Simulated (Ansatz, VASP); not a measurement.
One calculation of GaP, two programs

File INCAR:

```
SYSTEM = GaP
PREC = Accurate
ENCUT = 520
EDIFF = 1E-8
ISMEAR = -1
SIGMA = 0.05
LREAL = .False.
LASPH = .True.
NELM = 100
ALGO = Normal
ISIF = 2
LWAVE = .False.
LCHARG = .False.
GGA = PE
LEFG = .True.
NBANDS = 16
```

The input KPOINTS:

```
Automatic mesh
0
Gamma
  10 10 10
  0 0 0
```

The input POSCAR:

```
GaP
1.0
    0.0000000000      2.7343040532      2.7343040532
    2.7343040532      0.0000000000      2.7343040532
    2.7343040532      2.7343040532      0.0000000000
Ga P
1 1
Direct
    0.0000000000      0.0000000000      0.0000000000
    0.7500000000      0.7500000000      0.7500000000
```

Input for Ansatz:

```yaml
crystal:
  lattice:
    - [0.0, 2.7343040532, 2.7343040532]
    - [2.7343040532, 0.0, 2.7343040532]
    - [2.7343040532, 2.7343040532, 0.0]
  atoms:
    - { symbol: Ga, position: [0.0, 0.0, 0.0] }
    - { symbol: P, position: [0.75, 0.75, 0.75] }
kpoints:
  mp_grid: { grid: [10, 10, 10] }
scf:
  occupations: { method: fermi_dirac, width: 0.05 }
hamiltonian:
  xc: pbe
  pseudopotentials: { kind: all_electron, datasets: crystal }
output:
  forces: true
  stress: true
  eigenvalues: true
  efg: { contact_densities: true }
```

Change from the starting cell: volume scaled by 1.01, crystal datasets.

Alike in both runs: task electric field gradients; functional PBE; k mesh 10 × 10 × 10; occupations fermi-dirac, width 0.05 eV; no spin polarisation.

|  | VASP | Ansatz |
| --- | --- | --- |
| version | VASP 6.6.1 | Ansatz 0.2.0 |
| potentials or method | VASP PAW PBE potentials, release 64 (Ga_d, P), cutoff 520 eV | all-electron PAW with datasets made for the crystal, scalar-relativistic |

|  | VASP | Ansatz | Ansatz less VASP |
| --- | --- | --- | --- |
| pressure (GPa) | 1.6 | 1.6 | 0.00 |

Ansatz ran all-electron here, and VASP with PAW potentials.
